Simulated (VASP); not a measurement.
A run of VASP 6.6.1 is set up as follows.

Contents of POSCAR:

```
Bi
1.0
   -2.0202919770      2.0202919770      2.0202919770
    2.0202919770     -2.0202919770      2.0202919770
    2.0202919770      2.0202919770     -2.0202919770
Bi
1
Direct
    0.0000000000      0.0000000000      0.0000000000
```

Contents of INCAR.step1:

```
PREC = Accurate
ENCUT = 520
ISMEAR = -1
SIGMA = 0.05
LREAL = F
LASPH = T
NELM = 60
NBANDS = 14
GGA = PE
ALGO = Normal
EDIFF = 1E-4
LWAVE = T
LCHARG = F
```

Contents of INCAR.step2:

```
PREC = Accurate
ENCUT = 520
EDIFF = 1E-6
ISMEAR = -1
SIGMA = 0.05
LREAL = F
LASPH = T
NELM = 60
ALGO = Normal
ISIF = 2
LWAVE = F
LCHARG = F
METAGGA = R2SCAN
LMIXTAU = T
IVDW = 12
VDW_S6 = 1.0
VDW_S8 = 0.78981345
VDW_A1 = 0.49484001
VDW_A2 = 5.73083694
NBANDS = 14
ISTART = 1
```

The input KPOINTS:

```
regular mesh
0
Gamma
  9 9 9
```

Potentials or basis: VASP PAW PBE potentials, release 64 (Bi_d).

Command:

```bash
$ cat potpaw_PBE.64/Bi_d/POTCAR > POTCAR
$ cp INCAR.step1 INCAR
$ mpirun -np 1 vasp_std > vasp.out
$ cp INCAR.step2 INCAR
$ mpirun -np 1 vasp_std > vasp.out
```

**Question.** Predict the band gap on the k mesh.

**Answer.** Zero (an odd number of electrons rules out a gap without spin polarisation).

**Question.** Estimate the dispersion energy per atom.

**Answer.** -0.226 eV.

Caveat: the cell stands under tension; spin-orbit coupling is left out, which moves the levels of the heavy elements.
